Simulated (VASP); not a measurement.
# MgI2 (P-3m1) in VASP: a series of runs

MgI2 is run at these levels: PBEsol; tasks: single point.

Everything below comes from runs of VASP 6.6.1. Logs are shortened: lines on timing, memory, paths and dates and some standing lists are left out, and cuts for length are marked.

## Step 1: The cell of the first run

It takes space group P-3m1 (No. 164, trigonal). Conventional cell: a = 4.278 Å, b = 4.278 Å, c = 6.965 Å, α = 90.00°, β = 90.00°, γ = 120.00°. Mg (site symmetry -3m) has 6 I at 2.99 Å within 3.9 Å. Within 3.9 Å of I (site symmetry 3m) lie 3 Mg at 2.99 Å.

## Step 2: Single point, PBEsol (strain +0.030 along x and y, +0.015 along z)

File INCAR:

```
SYSTEM = MgI2
  ALGO = Normal
  EDIFF = 1E-6
  ENCUT = 520
  GGA = PS
  ISIF = 2
  ISMEAR = 0
  LASPH = .True.
  LCHARG = .False.
  LREAL = .False.
  LWAVE = .False.
  NBANDS = 15
  NELM = 80
  PREC = Accurate
  SIGMA = 0.05
```

File KPOINTS:

```
k-points
0
Gamma
  6 6 4
  0 0 0
```

File POSCAR:

```
MgI2
1.0
    4.2783111250      0.0000000000      0.0000000000
   -2.1391555625      3.7051261196      0.0000000000
    0.0000000000      0.0000000000      6.9649300000
Mg I
1 2
Direct
    0.0000000000      0.0000000000      0.0000000000
    0.3333333333      0.6666666667      0.7576300000
    0.6666666667      0.3333333333      0.2423700000
```

Potentials or basis: VASP PAW PBE potentials, release 64 (Mg, I).

Command:

```console
> cat potpaw_PBE.64/Mg/POTCAR potpaw_PBE.64/I/POTCAR > POTCAR
> mpirun -np 1 vasp_std > vasp.out
```

OUTCAR:

```text
SYSTEM = MgI2
   EDIFF = 1E-6
   ENCUT = 520
   GGA = PS
   ISIF = 2
   ISMEAR = 0
   LASPH = .True.
   LREAL = .False.
   NELM = 80
   PREC = Accurate

 ion  position               nearest neighbor table
   1  0.000  0.000  0.000-   2 2.99   3 2.99   3 2.99   2 2.99   3 2.99   2 2.99
   2  0.333  0.667  0.758-   1 2.99   1 2.99   1 2.99
   3  0.667  0.333  0.242-   1 2.99   1 2.99   1 2.99

  LATTYP: Found a hexagonal cell.
 ALAT       =     4.2783111250
 C/A-ratio  =     1.6279624825

  Lattice vectors:

 A1 = (   4.2783111250,   0.0000000000,   0.0000000000)
 A2 = (  -2.1391555625,   3.7051261196,   0.0000000000)
 A3 = (   0.0000000000,   0.0000000000,   6.9649300000)

Analysis of symmetry for initial positions (statically):
=====================================================================
 Subroutine PRICEL returns:
 Original cell was already a primitive cell.

 Routine SETGRP: Setting up the symmetry group for a
 hexagonal supercell.

 Subroutine GETGRP returns: Found 12 space group operations
 (whereof 12 operations were pure point group operations)
 out of a pool of 24 trial point group operations.

The static configuration has the point symmetry D_3d.

Analysis of symmetry for dynamics (positions and initial velocities):
=====================================================================
 Subroutine PRICEL returns:
 Original cell was already a primitive cell.

 Routine SETGRP: Setting up the symmetry group for a
 hexagonal supercell.

 Subroutine GETGRP returns: Found 12 space group operations
 (whereof 12 operations were pure point group operations)
 out of a pool of 24 trial point group operations.

The dynamic configuration has the point symmetry D_3d.

 Subroutine INISYM returns: Found 12 space group operations
 (whereof 12 operations are pure point group operations),
 and found     1 'primitive' translations

----------------------------------------------------------------------------------------

                                     Primitive cell

  volume of cell :     110.4059

  direct lattice vectors                    reciprocal lattice vectors
     4.278311125  0.000000000  0.000000000     0.233737092  0.134948173  0.000000000
    -2.139155563  3.705126120  0.000000000     0.000000000  0.269896346  0.000000000
     0.000000000  0.000000000  6.964930000     0.000000000  0.000000000  0.143576461

  length of vectors
     4.278311125  4.278311125  6.964930000     0.269896346  0.269896346  0.143576461

  position of ions in fractional coordinates (direct lattice)
     0.000000000  0.000000000  0.000000000
     0.333333333  0.666666667  0.757630000
     0.666666667  0.333333333  0.242370000

  ion indices of the primitive-cell ions
   primitive index   ion index
                 1           1
                 2           2
                 3           3

----------------------------------------------------------------------------------------

 KPOINTS: k-points

Automatic generation of k-mesh.
 Grid dimensions read from file:
 generate k-points for:    6    6    4

 Generating k-lattice:

  Cartesian coordinates                     Fractional coordinates (reciprocal lattice)
     0.038956182  0.022491362  0.000000000     0.166666667  0.000000000  0.000000000
     0.000000000  0.044982724  0.000000000     0.000000000  0.166666667  0.000000000
     0.000000000  0.000000000  0.035894115     0.000000000  0.000000000  0.250000000

  Length of vectors
     0.044982724  0.044982724  0.035894115

  Shift w.r.t. Gamma in fractional coordinates (k-lattice)
     0.000000000  0.000000000  0.000000000

 Subroutine IBZKPT returns following result:
 ===========================================

 Found     24 irreducible k-points:

 Following reciprocal coordinates:
            Coordinates               Weight
  0.000000  0.000000  0.000000      1.000000
  0.166667  0.000000  0.000000      6.000000
  0.333333  0.000000  0.000000      6.000000
  0.500000  0.000000  0.000000      3.000000
  0.166667  0.166667  0.000000      6.000000
  0.333333  0.166667  0.000000     12.000000
[... 16 lines left out ...]
  0.333333  0.166667  0.500000     12.000000
  0.333333  0.333333  0.500000      2.000000
   k-points           NKPTS =     24   k-points in BZ     NKDIM =     24   number of bands    NBANDS=     15
   number of dos      NEDOS =    301   number of ions     NIONS =      3
   total plane-waves  NPLWV =  55296
   dimension x,y,z NGX =    32 NGY =   32 NGZ =   54
   dimension x,y,z NGXF=    64 NGYF=   64 NGZF=  108
   ions per type =               1   2
   NGX,Y,Z   is equivalent  to a cutoff of  12.43, 12.43, 12.89 a.u.
   NGXF,Y,Z  is equivalent  to a cutoff of  24.87, 24.87, 25.78 a.u.
 SYSTEM =  MgI2
   PREC   = accura    normal or accurate (medium, high low for compatibility)
   ISTART =      0    job   : 0-new  1-cont  2-samecut
   ICHARG =      2    charge: 1-file 2-atom 10-const
   ISPIN  =      1    spin polarized calculation?
   LNONCOLLINEAR =      F non collinear calculations
   LSORBIT =      F    spin-orbit coupling
   LASPH  =      T    aspherical Exc in radial PAW
   ENCUT  =  520.0 eV  38.22 Ry    6.18 a.u.   7.95  7.95 12.95*2*pi/ulx,y,z
   NELM   =     80;   NELMIN=  2; NELMDL= -5     # of ELM steps
   EDIFF  = 0.1E-05   stopping-criterion for ELM
   LREAL  =      F    real-space projection
   EDIFFG = 0.1E-04   stopping-criterion for IOM
   NSW    =      0    number of steps for IOM
   IBRION =     -1    ionic relax: 0-MD 1-quasi-New 2-CG
   NFREE  =      0    steps in history (QN), initial steepest desc. (CG)
   ISIF   =      2    stress and relaxation
   ISYM   =      2    0-nonsym 1-usesym 2-fastsym
   POTIM  = 0.5000    time-step for ionic-motion
   TEBEG  =    0.0;   TEEND  =   0.0 temperature during run
   PSTRESS=    0.0 pullay stress
   NELECT =      16.0000    total number of electrons
   NUPDOWN=      -1.0000    fix difference up-down
   EMIN   =  10.00;   EMAX   =-10.00  energy-range for DOS
   EFERMI =   0.00;   METHOD = LEGACY
   ISMEAR =     0;   SIGMA  =   0.05  broadening in eV -4-tet -1-fermi 0-gaus
   EFERMI_NEDOS =   21; number of points for ismear=-14 and -15
   IALGO  =     38    algorithm
   IMIX   =      4    mixing-type and parameters
     AMIX     =   0.40;   BMIX     =  1.00
     AMIX_MAG =   1.60;   BMIX_MAG =  1.00
  volume/ion in A,a.u.               =      36.80       248.35
  Fermi-wavevector in a.u.,A,eV,Ry     =   0.859906  1.624986 10.060660  0.739438
  Thomas-Fermi vector in A             =   1.977331
   LORBIT       =      0    0 simple, 1 ext, 2 COOP (PROOUT), +10 PAW based schemes
   GGA     = PS    functional components
   LHFCALC =     F    Hartree Fock is set to
   AEXX    =    0.0000 exact exchange contribution
   IVDW    =     0    specifies the selected vdW correction
   LEPSILON=     F    determine dielectric tensor
   LRPA    =     F    only Hartree local field effects (RPA)
 non-spin polarized calculation
 Gauss-broadening in eV      SIGMA  =   0.05
  energy-cutoff  :      520.00
  volume of cell :      110.41
 maximum number of plane-waves:      3012
   NGX = 15   NGY = 15   NGZ = 25

 number of electron      15.9999999 magnetization

 Free energy of the ion-electron system (eV)
  ---------------------------------------------------
  ext. energy  EPLUGINS =         0.00000000
  ---------------------------------------------------
  free energy    TOTEN  =        -8.35583543 eV

  energy without entropy =       -8.35583543  energy(sigma->0) =       -8.35583543

 E-fermi :   1.8645     XC(G=0):  -8.0711

 val. band max:        1.6277296403   @ k =   0.0000   0.0000   0.0000
 cond. band min:       4.8341751921   @ k =   0.0000   0.0000   0.0000
 fundamental gap:      3.2064455518
 Fermi energy:         1.8644945743

 k-point     1 :       0.0000    0.0000    0.0000
  band No.  band energies     occupation
      1     -10.2466      2.00000
      2      -9.6364      2.00000
      3      -1.6598      2.00000
      4       1.1064      2.00000
      5       1.1064      2.00000
      6       1.4528      2.00000
      7       1.4528      2.00000
      8       1.6277      2.00000
      9       4.8342      0.00000
     10       6.1323      0.00000
     11       8.0595      0.00000
     12       8.0595      0.00000
     13       9.0969      0.00000
     14       9.6170      0.00000
     15       9.6170      0.00000

 k-point     2 :       0.1667    0.0000    0.0000
  band No.  band energies     occupation
      1     -10.1297      2.00000
      2      -9.5825      2.00000
      3      -1.4912      2.00000
      4       0.2323      2.00000
      5       0.7038      2.00000
      6       0.8289      2.00000
      7       1.4173      2.00000
      8       1.5282      2.00000
      9       5.6894      0.00000
     10       6.7712      0.00000
     11       7.5176      0.00000
     12       8.3858      0.00000
     13       8.6945      0.00000
     14       9.4621      0.00000
     15       9.9797      0.00000

 k-point     3 :       0.3333    0.0000    0.0000
  band No.  band energies     occupation
      1      -9.8543      2.00000
      2      -9.4922      2.00000
      3      -1.3752      2.00000
      4      -0.7722      2.00000
      5      -0.1686      2.00000
      6       0.4344      2.00000
      7       1.1719      2.00000
      8       1.2470      2.00000
      9       5.4504      0.00000
     10       6.8306      0.00000
     11       7.4788      0.00000
     12       8.4665      0.00000
     13       8.9199      0.00000
     14       9.9545      0.00000
     15      10.4175      0.00000
[... 343 lines left out ...]
 k-point    23 :       0.3333    0.1667    0.5000
  band No.  band energies     occupation
      1      -9.6228      2.00000
      2      -9.5280      2.00000
      3      -1.5945      2.00000
      4      -1.1144      2.00000
      5      -0.2083      2.00000
      6       0.1792      2.00000
      7       0.9665      2.00000
      8       1.0860      2.00000
      9       5.6273      0.00000
     10       7.1087      0.00000
     11       7.7613      0.00000
     12       8.3111      0.00000
     13       8.5318      0.00000
     14       9.7637      0.00000
     15      10.5043      0.00000

 k-point    24 :       0.3333    0.3333    0.5000
  band No.  band energies     occupation
      1      -9.5227      2.00000
      2      -9.5227      2.00000
      3      -1.3557      2.00000
      4      -0.9466      2.00000
      5      -0.9466      2.00000
      6      -0.4081      2.00000
      7       1.1192      2.00000
      8       1.1192      2.00000
      9       6.1139      0.00000
     10       7.2983      0.00000
     11       7.2983      0.00000
     12       8.9060      0.00000
     13       9.4665      0.00000
     14       9.9619      0.00000
     15      10.1053      0.00000

------------------------ aborting loop because EDIFF is reached ----------------------------------------

  FORCE on cell =-STRESS in cart. coord.  units (eV):
  Direction    XX          YY          ZZ          XY          YZ          ZX
  --------------------------------------------------------------------------------------
  -------------------------------------------------------------------------------------
  Total       -1.6236385     -1.6236385     -1.0655499      0.0000000      0.0000000      0.0000000
  in kB      -23.5617637    -23.5617637    -15.4629465      0.0000000      0.0000000      0.0000000
  external PRESSURE =     -20.8621580 kB  Pullay stress =       0.0000000 kB

 VOLUME and BASIS-vectors are now :
 -----------------------------------------------------------------------------
  energy-cutoff  :      520.00
  volume of cell :      110.41
      direct lattice vectors                 reciprocal lattice vectors
     4.278311125  0.000000000  0.000000000     0.233737092  0.134948173  0.000000000
    -2.139155563  3.705126120  0.000000000     0.000000000  0.269896346  0.000000000
     0.000000000  0.000000000  6.964930000     0.000000000  0.000000000  0.143576461

 POSITION                                       TOTAL-FORCE (eV/Angst)
 -----------------------------------------------------------------------------------
      0.00000      0.00000      0.00000        -0.000000      0.000000      0.000000
     -0.00000      2.47008      5.27684         0.000000      0.000000      0.325184
      2.13916      1.23504      1.68809        -0.000000     -0.000000     -0.325184
 -----------------------------------------------------------------------------------
    total drift:                               -0.000000      0.000000     -0.000000

  FREE ENERGIE OF THE ION-ELECTRON SYSTEM (eV)
  ---------------------------------------------------
  free  energy   TOTEN  =        -8.3558354346 eV

  energy  without entropy=       -8.3558354346  energy(sigma->0) =       -8.35583543
```

Wall time 20 s (1 thread of AMD EPYC 9R14 (Zen 4), shared host); peak memory 0.2 GiB.

What came out:

| Item | Value |
| --- | --- |
| Free energy | -8.3558 eV |
| Pressure | -2.1 GPa |
| Largest force | 0.325 eV/Å |
| Band gap on the k mesh | 3.21 eV, direct |

Forces in eV/Å, atoms in the order of the input:
```
Mg   0.000  0.000  0.000
I    0.000  0.000  0.325
I    0.000  0.000 -0.325
```

Caveat: the cell differs from its parent crystal (strain +0.030 along x and y, +0.015 along z); the PAW data sets were made with another functional, which shifts forces and pressure a little; spin-orbit coupling is left out, which moves the levels of the heavy elements; this functional lacks dispersion, which binds the layers, so the pressure and a relaxed spacing across them are unreliable. A k mesh can miss the band edges.

[end of part 1 of 2]
